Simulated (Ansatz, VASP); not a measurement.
**Two plane-wave programs on BN**

The input INCAR:

```
ALGO     = Normal         # electronic algorithm
EDIFF    = 1E-6           # SCF threshold, eV
ENCUT    = 520            # plane-wave cutoff, eV
GGA      = PE             # functional
ISIF     = 2              # what is computed and relaxed
ISMEAR   = 0              # smearing method
LASPH    = True           # aspherical terms in the spheres
LCHARG   = True           # write CHGCAR
LELF     = True           # ELF
LREAL    = False          # projectors in reciprocal space
LVHAR    = True         
LWAVE    = False          # write WAVECAR
NBANDS   = 16             # bands
NELM     = 60             # most SCF steps
PREC     = Accurate       # precision mode
SIGMA    = 0.05           # smearing width, eV
```

KPOINTS

```
k-points
0
Gamma
  12 12 6
```

Contents of POSCAR:

```
BN
1.0
    2.5539396017      0.0000000000      0.0000000000
   -1.2769698009      2.2117765748      0.0000000000
    0.0000000000      0.0000000000      4.2268550000
B N
2 2
Direct
    0.6666666667      0.3333333333      1.0352113777
    0.3333333333      0.6666666667      0.4997240000
    0.6666666667      0.3333333333      0.6252760000
    0.3333333333      0.6666666667      0.1252760000
```

Input for Ansatz:

```yaml
crystal:
  lattice:
    - [2.5539396017, 0.0, 0.0]
    - [-1.2769698009, 2.2117765748, 0.0]
    - [0.0, 0.0, 4.226855]
  atoms:
    - { symbol: B, position: [0.6666666667, 0.3333333333, 1.0352113777] }
    - { symbol: B, position: [0.3333333333, 0.6666666667, 0.499724] }
    - { symbol: "N", position: [0.6666666667, 0.3333333333, 0.625276] }
    - { symbol: "N", position: [0.3333333333, 0.6666666667, 0.125276] }
basis:
  ecutwfc: 420
kpoints:
  mp_grid: { grid: [12, 12, 6] }
hamiltonian:
  xc: pbe
scf:
  occupations: { method: gaussian, width: 0.05 }
output:
  forces: true
  stress: true
  eigenvalues: true
```

Alike in both runs: task single point; functional PBE; k mesh 12 × 12 × 6; occupations gaussian, width 0.05 eV; no spin polarisation.

|  | VASP | Ansatz |
| --- | --- | --- |
| version | VASP 6.6.1 | Ansatz 0.2.0 |
| potentials or method | VASP PAW PBE potentials, release 64 (B, N), cutoff 520 eV | scalar-relativistic, plane waves, PAW |
| valence electrons in the cell | 16 | 16 |

```tsv
	VASP	Ansatz	Ansatz less VASP
gap on the k mesh at the Fermi level (eV)	5.38	5.39	+0.007
least direct gap on the mesh (eV)	7.64	7.64	0.000
pressure (GPa)	3.8	3.6	-0.23
traceless stress, the component that is largest in VASP (GPa)	1.28	1.46	+0.181
rms of the force components (eV/Å)	1.365	1.361	-0.0047
```

Atom by atom the forces differ by 0.007 eV/Å (rms over components).
